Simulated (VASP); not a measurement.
# Al (R-3m) in VASP: further runs

Runs on Al. Level: PBEsol. Tasks: single point.

Everything below comes from runs of VASP 6.6.1. Logs are shortened: lines on timing, memory, paths and dates and some standing lists are left out, and cuts for length are marked.

## (1) The cell of the first run

Symmetry: R-3m, No. 166, trigonal system. The conventional cell has a = 4.235 Å, b = 4.235 Å, c = 3.112 Å, α = 90.00°, β = 90.00°, γ = 120.00°. Within 3.5 Å of Al (site symmetry -3m) lie 14 Al at 2.66 to 3.21 Å.

## (2) Single point, PBEsol

Contents of INCAR:

```
PREC = Accurate
ENCUT = 520
EDIFF = 1E-6
ISMEAR = 0
SIGMA = 0.15
LREAL = False
LASPH = True
NELM = 80
ALGO = Fast
ISIF = 2
LWAVE = False
LCHARG = True
GGA = PS
LELF = True
LVHAR = True
NBANDS = 8
```

Contents of KPOINTS:

```
Automatic mesh
0
Gamma
  24 24 24
```

Contents of POSCAR:

```
Al
1.0
   -1.3975678426      1.5972203916      1.5972203916
    1.5972203916     -1.3975678426      1.5972203916
    1.5972203916      1.5972203916     -1.3975678426
Al
1
Direct
    0.0000000000      0.0000000000      0.0000000000
```

Potentials or basis: VASP PAW PBE potentials, release 64 (Al).

Started as:

```bash
> cat potpaw_PBE.64/Al/POTCAR > POTCAR
> mpirun -np 1 vasp_std > vasp.out
```

OUTCAR:

```text
PREC = Accurate
   ENCUT = 520
   EDIFF = 1E-6
   ISMEAR = 0
   LREAL = False
   LASPH = True
   NELM = 80
   ISIF = 2
   GGA = PS

 ion  position               nearest neighbor table
   1  0.000  0.000  0.000-

  LATTYP: Found a trigonal (rhomboedric) cell.
 ALAT       =     2.6562044035
 COS(alpha) =    -0.2711864407

  Lattice vectors:

 A1 = (  -1.3975678426,   1.5972203916,   1.5972203916)
 A2 = (   1.5972203916,  -1.3975678426,   1.5972203916)
 A3 = (   1.5972203916,   1.5972203916,  -1.3975678426)

Analysis of symmetry for initial positions (statically):
=====================================================================
 Subroutine PRICEL returns:
 Original cell was already a primitive cell.

 Routine SETGRP: Setting up the symmetry group for a
 trigonal (rhombohedral) supercell.

 Subroutine GETGRP returns: Found 12 space group operations
 (whereof 12 operations were pure point group operations)
 out of a pool of 12 trial point group operations.

The static configuration has the point symmetry D_3d.

Analysis of symmetry for dynamics (positions and initial velocities):
=====================================================================
 Subroutine PRICEL returns:
 Original cell was already a primitive cell.

 Routine SETGRP: Setting up the symmetry group for a
 trigonal (rhombohedral) supercell.

 Subroutine GETGRP returns: Found 12 space group operations
 (whereof 12 operations were pure point group operations)
 out of a pool of 12 trial point group operations.

The dynamic configuration has the point symmetry D_3d.

 Subroutine INISYM returns: Found 12 space group operations
 (whereof 12 operations are pure point group operations),
 and found     1 'primitive' translations

----------------------------------------------------------------------------------------

                                     Primitive cell

  volume of cell :      16.1157

  direct lattice vectors                    reciprocal lattice vectors
    -1.397567843  1.597220392  1.597220392    -0.037101492  0.296811934  0.296811934
     1.597220392 -1.397567843  1.597220392     0.296811934 -0.037101492  0.296811934
     1.597220392  1.597220392 -1.397567843     0.296811934  0.296811934 -0.037101492

  length of vectors
     2.656204404  2.656204404  2.656204404     0.421391943  0.421391943  0.421391943

  position of ions in fractional coordinates (direct lattice)
     0.000000000  0.000000000  0.000000000

  ion indices of the primitive-cell ions
   primitive index   ion index
                 1           1

----------------------------------------------------------------------------------------

 KPOINTS: Automatic mesh

Automatic generation of k-mesh.
 Grid dimensions read from file:
 generate k-points for:   24   24   24

 Generating k-lattice:

  Cartesian coordinates                     Fractional coordinates (reciprocal lattice)
    -0.001545895  0.012367164  0.012367164     0.041666667  0.000000000  0.000000000
     0.012367164 -0.001545895  0.012367164     0.000000000  0.041666667  0.000000000
     0.012367164  0.012367164 -0.001545895    -0.000000000 -0.000000000  0.041666667

  Length of vectors
     0.017557998  0.017557998  0.017557998

  Shift w.r.t. Gamma in fractional coordinates (k-lattice)
     0.000000000  0.000000000  0.000000000

 Subroutine IBZKPT returns following result:
 ===========================================

 Found   1313 irreducible k-points:

 Following reciprocal coordinates:
            Coordinates               Weight
  0.000000  0.000000  0.000000      1.000000
  0.041667  0.000000  0.000000      6.000000
  0.083333  0.000000  0.000000      6.000000
  0.125000  0.000000  0.000000      6.000000
  0.166667 -0.000000 -0.000000      6.000000
  0.208333  0.000000  0.000000      6.000000
[... 16 lines left out ...]
  0.416667  0.041667 -0.000000     12.000000
  0.458333  0.041667  0.000000     12.000000
 [... further k-points ...]
   k-points           NKPTS =   1313   k-points in BZ     NKDIM =   1313   number of bands    NBANDS=      8
   number of dos      NEDOS =    301   number of ions     NIONS =      1
   total plane-waves  NPLWV =   8000
   dimension x,y,z NGX =    20 NGY =   20 NGZ =   20
   dimension x,y,z NGXF=    40 NGYF=   40 NGZF=   40
   ions per type =               1
   NGX,Y,Z   is equivalent  to a cutoff of  12.52, 12.52, 12.52 a.u.
   NGXF,Y,Z  is equivalent  to a cutoff of  25.04, 25.04, 25.04 a.u.
 SYSTEM =  unknown system
   PREC   = accura    normal or accurate (medium, high low for compatibility)
   ISTART =      0    job   : 0-new  1-cont  2-samecut
   ICHARG =      2    charge: 1-file 2-atom 10-const
   ISPIN  =      1    spin polarized calculation?
   LNONCOLLINEAR =      F non collinear calculations
   LSORBIT =      F    spin-orbit coupling
   LASPH  =      T    aspherical Exc in radial PAW
   ENCUT  =  520.0 eV  38.22 Ry    6.18 a.u.   4.94  4.94  4.94*2*pi/ulx,y,z
   NELM   =     80;   NELMIN=  2; NELMDL= -5     # of ELM steps
   EDIFF  = 0.1E-05   stopping-criterion for ELM
   LREAL  =      F    real-space projection
   EDIFFG = 0.1E-04   stopping-criterion for IOM
   NSW    =      0    number of steps for IOM
   IBRION =     -1    ionic relax: 0-MD 1-quasi-New 2-CG
   NFREE  =      0    steps in history (QN), initial steepest desc. (CG)
   ISIF   =      2    stress and relaxation
   ISYM   =      2    0-nonsym 1-usesym 2-fastsym
   POTIM  = 0.5000    time-step for ionic-motion
   TEBEG  =    0.0;   TEEND  =   0.0 temperature during run
   PSTRESS=    0.0 pullay stress
   NELECT =       3.0000    total number of electrons
   NUPDOWN=      -1.0000    fix difference up-down
   EMIN   =  10.00;   EMAX   =-10.00  energy-range for DOS
   EFERMI =   0.00;   METHOD = LEGACY
   ISMEAR =     0;   SIGMA  =   0.15  broadening in eV -4-tet -1-fermi 0-gaus
   EFERMI_NEDOS =   21; number of points for ismear=-14 and -15
   IALGO  =     68    algorithm
   IMIX   =      4    mixing-type and parameters
     AMIX     =   0.40;   BMIX     =  1.00
     AMIX_MAG =   1.60;   BMIX_MAG =  1.00
  volume/ion in A,a.u.               =      16.12       108.75
  Fermi-wavevector in a.u.,A,eV,Ry     =   0.934757  1.766435 11.888371  0.873771
  Thomas-Fermi vector in A             =   2.061595
   LORBIT       =      0    0 simple, 1 ext, 2 COOP (PROOUT), +10 PAW based schemes
   GGA     = PS    functional components
   LHFCALC =     F    Hartree Fock is set to
   AEXX    =    0.0000 exact exchange contribution
   IVDW    =     0    specifies the selected vdW correction
   LEPSILON=     F    determine dielectric tensor
   LRPA    =     F    only Hartree local field effects (RPA)
 non-spin polarized calculation
 RMM-DIIS sequential band-by-band and
 Gauss-broadening in eV      SIGMA  =   0.15
  energy-cutoff  :      520.00
  volume of cell :       16.12
 maximum number of plane-waves:       446
   NGX =  9   NGY =  9   NGZ =  9

 number of electron       3.0000000 magnetization

 Free energy of the ion-electron system (eV)
  ---------------------------------------------------
  ext. energy  EPLUGINS =         0.00000000
  ---------------------------------------------------
  free energy    TOTEN  =        -3.90388245 eV

  energy without entropy =       -3.89968332  energy(sigma->0) =       -3.90178288

 E-fermi :   8.1376     XC(G=0): -10.3348

 val. band max:        8.1335285250   @ k =  -0.4167  -0.4583   0.1667
 cond. band min:       8.1444492697   @ k =   0.2500   0.2083   0.1250
 fundamental gap:      0.0109207447
 Fermi energy:         8.1376313417

 k-point     1 :       0.0000    0.0000    0.0000
  band No.  band energies     occupation
      1      -3.1079      2.00000
      2      19.5069      0.00000
      3      19.5069      0.00000
      4      20.6283      0.00000
      5      22.1271      0.00000
      6      22.1271      0.00000
      7      23.1863      0.00000
      8      26.6373      0.00000

 k-point     2 :       0.0417    0.0000    0.0000
  band No.  band energies     occupation
      1      -3.0623      2.00000
      2      18.6925      0.00000
      3      19.3699      0.00000
      4      20.5183      0.00000
      5      22.2811      0.00000
      6      22.6606      0.00000
      7      23.5306      0.00000
      8      26.3041      0.00000

 k-point     3 :       0.0833    0.0000    0.0000
  band No.  band energies     occupation
      1      -2.9256      2.00000
      2      17.2185      0.00000
      3      19.0451      0.00000
      4      20.1766      0.00000
      5      22.6066      0.00000
      6      23.3268      0.00000
      7      24.4725      0.00000
      8      25.7010      0.00000

 k-point     4 :       0.1250    0.0000    0.0000
  band No.  band energies     occupation
      1      -2.6981      2.00000
      2      15.6277      0.00000
      3      18.6584      0.00000
      4      19.7682      0.00000
      5      22.7794      0.00000
      6      23.6918      0.00000
      7      25.3556      0.00000
      8      25.4313      0.00000

 k-point     5 :       0.1667   -0.0000   -0.0000
  band No.  band energies     occupation
      1      -2.3802      2.00000
      2      14.0321      0.00000
      3      18.2792      0.00000
      4      19.3735      0.00000
      5      22.5149      0.00000
      6      23.6139      0.00000
      7      25.5792      0.00000
      8      26.0199      0.00000
[... 177 lines left out ...]
 k-point    22 :       0.3750    0.0417    0.0000
  band No.  band energies     occupation
      1       0.8808      2.00000
      2       6.3659      2.00000
      3      16.0782      0.00000
      4      17.7919      0.00000
      5      20.3094      0.00000
      6      22.2358      0.00000
      7      29.4310      0.00000
      8      30.4200      0.00000

 k-point    23 :       0.4167    0.0417   -0.0000
  band No.  band energies     occupation
      1       1.7541      2.00000
      2       5.1545      2.00000
      3      16.1117      0.00000
      4      17.8093      0.00000
      5      19.9389      0.00000
      6      21.9133      0.00000
      7      30.0069      0.00000
      8      30.8342      0.00000

 k-point    24 :       0.4583    0.0417    0.0000
  band No.  band energies     occupation
      1       2.7101      2.00000
      2       4.0198      2.00000
      3      16.2133      0.00000
      4      17.8874      0.00000
      5      19.6567      0.00000
      6      21.6712      0.00000
      7      30.4271      0.00000
      8      30.9171      0.00000

 [... further k-points ...]

------------------------ aborting loop because EDIFF is reached ----------------------------------------

  FORCE on cell =-STRESS in cart. coord.  units (eV):
  Direction    XX          YY          ZZ          XY          YZ          ZX
  --------------------------------------------------------------------------------------
  -------------------------------------------------------------------------------------
  Total        0.5785748      0.5785748      0.5785748     -0.4473714     -0.4473714     -0.4473714
  in kB       57.5202151     57.5202151     57.5202151    -44.4763544    -44.4763544    -44.4763544
  external PRESSURE =      57.5202151 kB  Pullay stress =       0.0000000 kB

 VOLUME and BASIS-vectors are now :
 -----------------------------------------------------------------------------
  energy-cutoff  :      520.00
  volume of cell :       16.12
      direct lattice vectors                 reciprocal lattice vectors
    -1.397567843  1.597220392  1.597220392    -0.037101492  0.296811934  0.296811934
     1.597220392 -1.397567843  1.597220392     0.296811934 -0.037101492  0.296811934
     1.597220392  1.597220392 -1.397567843     0.296811934  0.296811934 -0.037101492

 POSITION                                       TOTAL-FORCE (eV/Angst)
 -----------------------------------------------------------------------------------
      0.00000      0.00000      0.00000         0.000000      0.000000     -0.000000
 -----------------------------------------------------------------------------------
    total drift:                                0.000000      0.000000      0.000000

  FREE ENERGIE OF THE ION-ELECTRON SYSTEM (eV)
  ---------------------------------------------------
  free  energy   TOTEN  =        -3.9038824470 eV

  energy  without entropy=       -3.8996833221  energy(sigma->0) =       -3.90178288
```

Wall time 46 s (1 thread of Intel Xeon 6975P-C (Granite Rapids), shared host); peak memory 0.24 GiB.

Results:

* Free energy: -3.9039 eV
* Pressure: 5.8 GPa

Stress tensor (GPa, compression positive):
```
 5.75 -4.45 -4.45
-4.45  5.75 -4.45
-4.45 -4.45  5.75
```

Levels at points of the mesh, in eV from the Fermi level:
| k point | band 1 | band 2 | band 3 | band 4 |
| --- | --- | --- | --- | --- |
| (0.00, 0.00, 0.00) | -11.25 | 11.37 | 11.37 | 12.49 |
| (0.50, 0.00, 0.00) | -4.84 | -4.82 | 8.85 | 9.85 |
| (0.50, 0.50, 0.00) | -3.72 | -2.67 | 5.20 | 6.36 |
| (0.50, 0.50, 0.50) | 1.63 | 1.63 | 3.16 | 3.16 |

Caveat: the PAW data sets were made with another functional, which shifts forces and pressure a little.

## (3) Single point, PBEsol

This run uses another cell than the first one, of the same volume but with other edges.

INCAR: that of step 2 with these lines changed.

```diff
@@ -7,3 +7,3 @@
 LASPH = True
-NELM = 80
+NELM = 100
 ALGO = Fast
```

KPOINTS is that of step 2.

Contents of POSCAR:

```
Al
1.0
   -1.0221629741      1.6443491322      1.6443491322
    1.6443491322     -1.0221629741      1.6443491322
    1.6443491322      1.6443491322     -1.0221629741
Al
1
Direct
    0.0000000000      0.0000000000      0.0000000000
```

Potentials or basis: VASP PAW PBE potentials, release 64 (Al).

Started as:

```bash
> cat potpaw_PBE.64/Al/POTCAR > POTCAR
> mpirun -np 1 vasp_std > vasp.out
```

OUTCAR:

```text
PREC = Accurate
   ENCUT = 520
   EDIFF = 1E-6
   ISMEAR = 0
   LREAL = False
   LASPH = True
   NELM = 100
   ISIF = 2
   GGA = PS

 ion  position               nearest neighbor table
   1  0.000  0.000  0.000-

  LATTYP: Found a trigonal (rhomboedric) cell.
 ALAT       =     2.5401939459
 COS(alpha) =    -0.1019283747

  Lattice vectors:

 A1 = (  -1.0221629741,   1.6443491322,   1.6443491322)
 A2 = (   1.6443491322,  -1.0221629741,   1.6443491322)
 A3 = (   1.6443491322,   1.6443491322,  -1.0221629741)

Analysis of symmetry for initial positions (statically):
=====================================================================
 Subroutine PRICEL returns:
 Original cell was already a primitive cell.

 Routine SETGRP: Setting up the symmetry group for a
 trigonal (rhombohedral) supercell.

 Subroutine GETGRP returns: Found 12 space group operations
 (whereof 12 operations were pure point group operations)
 out of a pool of 12 trial point group operations.

The static configuration has the point symmetry D_3d.

Analysis of symmetry for dynamics (positions and initial velocities):
[... 163 lines left out ...]
 Fermi energy:         7.9181656117

 k-point     1 :       0.0000    0.0000    0.0000
  band No.  band energies     occupation
      1      -3.1798      2.00000
      2      16.6034      0.00000
      3      16.6034      0.00000
      4      18.5882      0.00000
      5      19.1079      0.00000
      6      19.1079      0.00000
      7      25.6553      0.00000
      8      33.0714      0.00000
[... 243 lines left out ...]
 k-point    24 :       0.4583    0.0417   -0.0000
  band No.  band energies     occupation
      1       1.7447      2.00000
      2       3.4553      2.00000
      3      18.1145      0.00000
      4      21.2301      0.00000
      5      22.4583      0.00000
      6      23.9145      0.00000
      7      24.9975      0.00000
      8      28.3745      0.00000

 [... further k-points ...]

------------------------ aborting loop because EDIFF is reached ----------------------------------------

  FORCE on cell =-STRESS in cart. coord.  units (eV):
  Direction    XX          YY          ZZ          XY          YZ          ZX
  --------------------------------------------------------------------------------------
  -------------------------------------------------------------------------------------
  Total        1.7099793      1.7099793      1.7099793     -0.3401317     -0.3401317     -0.3401317
  in kB      170.0011425    170.0011425    170.0011425    -33.8148945    -33.8148945    -33.8148945
  external PRESSURE =     170.0011425 kB  Pullay stress =       0.0000000 kB

 VOLUME and BASIS-vectors are now :
 -----------------------------------------------------------------------------
  energy-cutoff  :      520.00
  volume of cell :       16.12
      direct lattice vectors                 reciprocal lattice vectors
    -1.022162974  1.644349132  1.644349132    -0.102947143  0.272074593  0.272074593
     1.644349132 -1.022162974  1.644349132     0.272074593 -0.102947143  0.272074593
     1.644349132  1.644349132 -1.022162974     0.272074593  0.272074593 -0.102947143

 POSITION                                       TOTAL-FORCE (eV/Angst)
 -----------------------------------------------------------------------------------
      0.00000      0.00000      0.00000         0.000000     -0.000000      0.000000
 -----------------------------------------------------------------------------------
    total drift:                                0.000000      0.000000     -0.000000

  FREE ENERGIE OF THE ION-ELECTRON SYSTEM (eV)
  ---------------------------------------------------
  free  energy   TOTEN  =        -3.5787229719 eV

  energy  without entropy=       -3.5741320843  energy(sigma->0) =       -3.57642753
```

stdout:

```text
POSCAR found type information on POSCAR Al
 POSCAR found :  1 types and       1 ions
 scaLAPACK will be used
 -----------------------------------------------------------------------------
|                                                                             |
|                                                                             |
|     You enforced a specific xc type in the INCAR file but a different       |
|     I HOPE YOU KNOW WHAT YOU ARE DOING!                                     |
|                                                                             |
 -----------------------------------------------------------------------------

 LDA part: xc-table for (Slater+PW92), standard interpolation
 POSCAR, INCAR and KPOINTS ok, starting setup
 FFT: planning ... GRIDC
 FFT: planning ... GRID_SOFT
 FFT: planning ... GRID
 WAVECAR not read
 entering main loop
```

Run time: 39 s. Hardware: 1 thread of Intel Xeon 6975P-C (Granite Rapids), shared host; peak memory 0.24 GiB.

What came out:

```yaml
Free_energy: -3.5787 eV
Pressure: 17.0 GPa
```

Caveat: the PAW data sets were made with another functional, which shifts forces and pressure a little.
